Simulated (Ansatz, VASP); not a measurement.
**C: VASP beside Ansatz**

Contents of POSCAR:

```
C
1.0
    2.4559134450      0.0000000000      0.0000000000
   -1.2279567225      2.1268834329      0.0000000000
    0.0000000000      0.0000000000      7.0106290262
C
4
Direct
    1.0000000000      1.0000000000      0.2500000000
    0.0000000000      0.0000000000      0.7500000000
    0.3333333333      0.6666666667      0.2500000000
    0.6666666667      0.3333333333      0.7500000000
```

INCAR.step1

```
SYSTEM = C
PREC     = Accurate       ! precision mode
ENCUT    = 520            ! plane-wave cutoff, eV
ISMEAR   = -1             ! smearing method
SIGMA    = 0.05           ! smearing width, eV
LREAL    = .False.        ! projectors in reciprocal space
LASPH    = .True.         ! aspherical terms in the spheres
NELM     = 80             ! most SCF steps
NBANDS   = 16             ! bands
GGA      = PE             ! functional
ALGO     = Normal         ! electronic algorithm
EDIFF    = 1E-4           ! SCF threshold, eV
LWAVE    = .True.         ! write WAVECAR
LCHARG   = .False.        ! write CHGCAR
```

Contents of INCAR.step2:

```
SYSTEM = C
PREC     = Accurate       ! precision mode
ENCUT    = 520            ! plane-wave cutoff, eV
EDIFF    = 1E-6           ! SCF threshold, eV
ISMEAR   = -1             ! smearing method
SIGMA    = 0.05           ! smearing width, eV
LREAL    = .False.        ! projectors in reciprocal space
LASPH    = .True.         ! aspherical terms in the spheres
NELM     = 80             ! most SCF steps
ALGO     = Normal         ! electronic algorithm
ISIF     = 2              ! what is computed and relaxed
LWAVE    = .False.        ! write WAVECAR
LCHARG   = .True.         ! write CHGCAR
METAGGA  = R2SCAN         ! meta-GGA
LMIXTAU  = .True.       
LELF     = .True.         ! ELF
LVHAR    = .True.       
NBANDS   = 16             ! bands
ISTART   = 1
```

File KPOINTS:

```
regular mesh
0
Gamma
  14 14 4
  0 0 0
```

Input for Ansatz:

```yaml
crystal:
  lattice:
    - [2.455913445, 0.0, 0.0]
    - [-1.2279567225, 2.1268834329, 0.0]
    - [0.0, 0.0, 7.0106290262]
  atoms:
    - { symbol: C, position: [1.0, 1.0, 0.25] }
    - { symbol: C, position: [0.0, 0.0, 0.75] }
    - { symbol: C, position: [0.3333333333, 0.6666666667, 0.25] }
    - { symbol: C, position: [0.6666666667, 0.3333333333, 0.75] }
hamiltonian:
  xc: r2scan
  pseudopotentials:
    kind: paw
    azcp:
      C: "pseudopotentials/C.paw.azcp"
basis:
  ecutwfc: 500
  fft_grid_basis: typed
kpoints:
  mp_grid: { grid: [14, 14, 4], shift: [0, 0, 0] }
magnetization:
  spin_polarized: false
scf:
  occupations: { method: fermi_dirac, width: 0.05 }
  lower_state_search: "off"
output:
  stress: true
```

Alike in both runs: task single point; functional r2SCAN; k mesh 14 × 14 × 4; occupations fermi-dirac, width 0.05 eV; no spin polarisation.

|  | VASP | Ansatz |
| --- | --- | --- |
| version | VASP 6.6.1 | Ansatz 0.2.0 |
| potentials or method | VASP PAW PBE potentials, release 64 (C), cutoff 520 eV | plane waves (500 eV) with PAW, scalar-relativistic |
| valence electrons in the cell | 16 | 16 |

Ansatz gave:

* pressure (GPa): 0.0
* traceless stress, the component that is largest in VASP (GPa): 0.12

**Question.** What did VASP give for the same quantities?

**Answer.** Pressure (GPa): 0.7; traceless stress, the component that is largest in VASP (GPa): -0.63.

VASP's potentials were made for PBE, not for r2SCAN. With one functional, cell and mesh, what is left measures potentials, basis and numerics.
